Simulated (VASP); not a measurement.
Write the native input for VASP 6.6.1 that does the following.

| Property | Result |
| --- | --- |
| Task | single point |
| Functional | LDA |
| Potentials or basis | VASP PAW LDA potentials, release 64 (Si) |
| Cutoff | 520 eV |
| k mesh | 21 × 21 × 20 |
| Occupations | gaussian, width 0.15 eV |
| Spin | no spin polarisation |
| Dipole correction | no |
| Further INCAR settings | ALGO = Normal; EDIFF = 1e-07; NBANDS = 8 |

The structure of Si lies in POSCAR:

```
Si
1.0
    2.5550292445      0.0000000000      0.0000000000
   -1.2775146223      2.2127202332      0.0000000000
    0.0000000000      0.0000000000      2.4046955302
Si
1
Direct
    0.0000000000      0.0000000000      0.0000000000
```

This cell differs from its parent crystal: strain -0.025 along x and y, -0.025 along z.

These files were run (other wordings do the same):

INCAR

```
SYSTEM = Si
  ALGO = Normal
  EDIFF = 1E-7
  ENCUT = 520
  ISIF = 2
  ISMEAR = 0
  LASPH = .TRUE.
  LCHARG = .FALSE.
  LREAL = .FALSE.
  LWAVE = .FALSE.
  NBANDS = 8
  NELM = 100
  PREC = Accurate
  SIGMA = 0.15
```

KPOINTS

```
k-points
0
G
  21 21 20
  0 0 0
```

Potentials or basis: VASP PAW LDA potentials, release 64 (Si).

Command:

```bash
$ cat potpaw_LDA.64/Si/POTCAR > POTCAR
$ mpirun -np 1 vasp_std > vasp.out
```

Results of the run:

```json
{
  "Pressure": "9.4 GPa",
  "Band gap on the k mesh": "zero (band 2 reaches 18.26 eV, above the bottom of band 3 at 5.74 eV)"
}
```

Caveat: the cell differs from its parent crystal (strain -0.025 along x and y, -0.025 along z).

It took 16 s on 1 thread of Intel(R) Xeon(R) 6975P-C (Granite Rapids), with other jobs on the host, peak memory 0.15 GiB.
